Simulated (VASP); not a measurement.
# Hg (Cmcm) in VASP: single point with PBE

Aim: the single point of Hg with PBE.

Everything below comes from runs of VASP 6.6.1. Logs are shortened: lines on timing, memory, paths and dates and some standing lists are left out, and cuts for length are marked.

### Step 1. The cell of the first run

The structure is orthorhombic, space group Cmcm (No. 63). The conventional cell has a = 3.597 Å, b = 6.245 Å, c = 5.587 Å, α = 90.00°, β = 90.00°, γ = 90.00°. Hg (site symmetry m2m) has 12 Hg at 3.48 to 3.60 Å within 4.6 Å.

### Step 2. Single point, PBE

INCAR

```
ALGO     = Fast           # electronic algorithm
EDIFF    = 1E-7           # SCF threshold, eV
ENCUT    = 520            # plane-wave cutoff, eV
GGA      = PE             # functional
ISIF     = 2              # what is computed and relaxed
ISMEAR   = 0              # smearing method
LASPH    = T              # aspherical terms in the spheres
LCHARG   = F              # write CHGCAR
LREAL    = F              # projectors in reciprocal space
LWAVE    = F              # write WAVECAR
NBANDS   = 19             # bands
NELM     = 100            # most SCF steps
PREC     = Accurate       # precision mode
SIGMA    = 0.02           # smearing width, eV
```

KPOINTS

```
k-points
0
Gamma
  12 6 12
```

POSCAR

```
Hg
1.0
    3.5971275761      0.0000000000     -0.0041409480
    0.0000000000      5.5873772831      0.0000000000
   -1.7950698370      0.0000000000      3.1244254444
Hg
2
Direct
    0.6659197325      0.2500000000      0.8318537906
    0.3340802675      0.7500000000      0.1681462094
```

Potentials or basis: VASP PAW PBE potentials, release 64 (Hg).

On the command line:

```bash
$ cat potpaw_PBE.64/Hg/POTCAR > POTCAR
$ mpirun -np 1 vasp_std > vasp.out
```

OUTCAR:

```text
EDIFF = 1E-7
   ENCUT = 520
   GGA = PE
   ISIF = 2
   ISMEAR = 0
   LASPH = T
   LREAL = F
   NELM = 100
   PREC = Accurate

 ion  position               nearest neighbor table
   1  0.666  0.250  0.832-   2 3.48   2 3.48   2 3.48   2 3.48   2 3.48   2 3.48
   2  0.334  0.750  0.168-   1 3.48   1 3.48   1 3.48   1 3.48   1 3.48   1 3.48

  LATTYP: Found a simple monoclinic cell.
 ALAT       =     3.5971299596
 B/A-ratio  =     1.5532875781
 C/A-ratio  =     1.0017081906
 COS(beta)  =    -0.4991194845

  Lattice vectors:

 A1 = (   3.5971275761,   0.0000000000,  -0.0041409480)
 A2 = (   0.0000000000,  -5.5873772831,   0.0000000000)
 A3 = (  -1.8020577391,   0.0000000000,  -3.1202844964)

Analysis of symmetry for initial positions (statically):
=====================================================================
 Subroutine PRICEL returns:
 Original cell was already a primitive cell.

 Routine SETGRP: Setting up the symmetry group for a
 simple monoclinic supercell.

 Subroutine GETGRP returns: Found  4 space group operations
 (whereof  2 operations were pure point group operations)
 out of a pool of  4 trial point group operations.

The static configuration has the point symmetry S_2 .
 The point group associated with its full space group is C_2h.

Analysis of symmetry for dynamics (positions and initial velocities):
=====================================================================
 Subroutine PRICEL returns:
 Original cell was already a primitive cell.

 Routine SETGRP: Setting up the symmetry group for a
 simple monoclinic supercell.

 Subroutine GETGRP returns: Found  4 space group operations
 (whereof  2 operations were pure point group operations)
 out of a pool of  4 trial point group operations.

The dynamic configuration has the point symmetry S_2 .
 The point group associated with its full space group is C_2h.

 Subroutine INISYM returns: Found  4 space group operations
 (whereof  2 operations are pure point group operations),
 and found     1 'primitive' translations

----------------------------------------------------------------------------------------

                                     Primitive cell

  volume of cell :      62.7548

  direct lattice vectors                    reciprocal lattice vectors
     3.597127576  0.000000000 -0.004140948     0.278183579  0.000000000  0.159824250
     0.000000000  5.587377283  0.000000000     0.000000000  0.178974848  0.000000000
[... 83 lines left out ...]
   ENCUT  =  520.0 eV  38.22 Ry    6.18 a.u.   6.69 10.39  6.70*2*pi/ulx,y,z
   NELM   =    100;   NELMIN=  2; NELMDL= -5     # of ELM steps
   EDIFF  = 0.1E-06   stopping-criterion for ELM
   LREAL  =      F    real-space projection
   EDIFFG = 0.1E-05   stopping-criterion for IOM
   NSW    =      0    number of steps for IOM
   IBRION =     -1    ionic relax: 0-MD 1-quasi-New 2-CG
   NFREE  =      0    steps in history (QN), initial steepest desc. (CG)
   ISIF   =      2    stress and relaxation
   ISYM   =      2    0-nonsym 1-usesym 2-fastsym
   POTIM  = 0.5000    time-step for ionic-motion
   TEBEG  =    0.0;   TEEND  =   0.0 temperature during run
   PSTRESS=    0.0 pullay stress
   NELECT =      24.0000    total number of electrons
   NUPDOWN=      -1.0000    fix difference up-down
   EMIN   =  10.00;   EMAX   =-10.00  energy-range for DOS
   EFERMI =   0.00;   METHOD = LEGACY
   ISMEAR =     0;   SIGMA  =   0.02  broadening in eV -4-tet -1-fermi 0-gaus
   EFERMI_NEDOS =   21; number of points for ismear=-14 and -15
   IALGO  =     68    algorithm
   IMIX   =      4    mixing-type and parameters
     AMIX     =   0.40;   BMIX     =  1.00
     AMIX_MAG =   1.60;   BMIX_MAG =  1.00
  volume/ion in A,a.u.               =      31.38       211.75
  Fermi-wavevector in a.u.,A,eV,Ry     =   1.188310  2.245580 19.212518  1.412080
  Thomas-Fermi vector in A             =   2.324442
   LORBIT       =      0    0 simple, 1 ext, 2 COOP (PROOUT), +10 PAW based schemes
   GGA     = PE    functional components
   LHFCALC =     F    Hartree Fock is set to
   AEXX    =    0.0000 exact exchange contribution
   IVDW    =     0    specifies the selected vdW correction
   LEPSILON=     F    determine dielectric tensor
   LRPA    =     F    only Hartree local field effects (RPA)
 non-spin polarized calculation
 RMM-DIIS sequential band-by-band and
 Gauss-broadening in eV      SIGMA  =   0.02
  energy-cutoff  :      520.00
  volume of cell :       62.75
 maximum number of plane-waves:      1725
   NGX = 13   NGY = 21   NGZ = 13

 number of electron      24.0000005 magnetization

 Free energy of the ion-electron system (eV)
  ---------------------------------------------------
  ext. energy  EPLUGINS =         0.00000000
  ---------------------------------------------------
  free energy    TOTEN  =        -0.37625603 eV

  energy without entropy =       -0.37625603  energy(sigma->0) =       -0.37625603

 E-fermi :   0.3135     XC(G=0):  -9.3268

 val. band max:        0.1836522694   @ k =  -0.4167   0.0000   0.1667
 cond. band min:       0.5247291458   @ k =   0.0000   0.0000   0.0000
 fundamental gap:      0.3410768764
 Fermi energy:         0.3134945615

 k-point     1 :       0.0000    0.0000    0.0000
  band No.  band energies     occupation
      1      -6.1913      2.00000
      2      -5.8747      2.00000
      3      -5.3920      2.00000
      4      -5.3836      2.00000
      5      -5.3588      2.00000
      6      -5.3072      2.00000
[... 505 lines left out ...]
      6      -5.3410      2.00000
[... 11 lines left out ...]
     18      10.4197      0.00000
     19      12.2607      0.00000

 [... further k-points ...]

------------------------ aborting loop because EDIFF is reached ----------------------------------------

  FORCE on cell =-STRESS in cart. coord.  units (eV):
  Direction    XX          YY          ZZ          XY          YZ          ZX
  --------------------------------------------------------------------------------------
  -------------------------------------------------------------------------------------
  Total        0.0071899      0.0367116      0.0032246      0.0000000      0.0000000      0.0000384
  in kB        0.1835645      0.9372755      0.0823258      0.0000000      0.0000000      0.0009792
  external PRESSURE =       0.4010553 kB  Pullay stress =       0.0000000 kB

 VOLUME and BASIS-vectors are now :
 -----------------------------------------------------------------------------
  energy-cutoff  :      520.00
  volume of cell :       62.75
      direct lattice vectors                 reciprocal lattice vectors
     3.597127576  0.000000000 -0.004140948     0.278183579  0.000000000  0.159824250
     0.000000000  5.587377283  0.000000000     0.000000000  0.178974848  0.000000000
    -1.795069837  0.000000000  3.124425444     0.000368690  0.000000000  0.320270668

 POSITION                                       TOTAL-FORCE (eV/Angst)
 -----------------------------------------------------------------------------------
      0.90216      1.39684      2.59631         0.000002      0.000000      0.000837
      0.89990      4.19053      0.52398        -0.000002      0.000000     -0.000837
 -----------------------------------------------------------------------------------
    total drift:                               -0.000000      0.000000     -0.000000

  FREE ENERGIE OF THE ION-ELECTRON SYSTEM (eV)
  ---------------------------------------------------
  free  energy   TOTEN  =        -0.3762560306 eV

  energy  without entropy=       -0.3762560306  energy(sigma->0) =       -0.37625603
```

OSZICAR:

```text
N       E                     dE             d eps       ncg     rms          rms(c)
DAV:   1     0.170553239405E+03    0.17055E+03   -0.11946E+04 11256   0.117E+03
DAV:   2     0.417325034367E+01   -0.16638E+03   -0.15778E+03 11839   0.298E+02
DAV:   3    -0.385277571251E+00   -0.45585E+01   -0.45455E+01 12683   0.532E+01
DAV:   4    -0.393860651024E+00   -0.85831E-02   -0.85822E-02 11963   0.237E+00
DAV:   5    -0.393877946066E+00   -0.17295E-04   -0.17295E-04 12268   0.976E-02    0.200E+00
RMM:   6    -0.376508341240E+00    0.17370E-01   -0.43749E-02 11299   0.168E+00    0.164E+00
RMM:   7    -0.375961475597E+00    0.54687E-03   -0.86121E-03 11587   0.585E-01    0.752E-01
RMM:   8    -0.376213698662E+00   -0.25222E-03   -0.11014E-03 11752   0.396E-01    0.400E-02
RMM:   9    -0.376246264978E+00   -0.32566E-04   -0.15641E-04 12186   0.983E-02    0.255E-02
RMM:  10    -0.376256218974E+00   -0.99540E-05   -0.37375E-05 11868   0.675E-02    0.677E-03
RMM:  11    -0.376255965070E+00    0.25390E-06   -0.16755E-06 12433   0.110E-02    0.201E-03
RMM:  12    -0.376256030627E+00   -0.65557E-07   -0.10653E-07  8849   0.294E-03
   1 F= -.37625603E+00 E0= -.37625603E+00  d E =-.251755E-22
```

Wall time 2.4 min (1 thread of Intel Xeon Platinum 8488C (Sapphire Rapids), shared host); peak memory 0.4 GiB.

Results:

```
Free energy            : -0.3763 eV
Pressure               : 0.0 GPa
Band gap on the k mesh : 0.34 eV (least direct gap 1.32 eV)
```

Stress tensor (GPa, compression positive):
```
0.02 0.00 0.00
0.00 0.09 0.00
0.00 0.00 0.01
```

Caveat: spin-orbit coupling is left out, which moves the levels of the heavy elements.
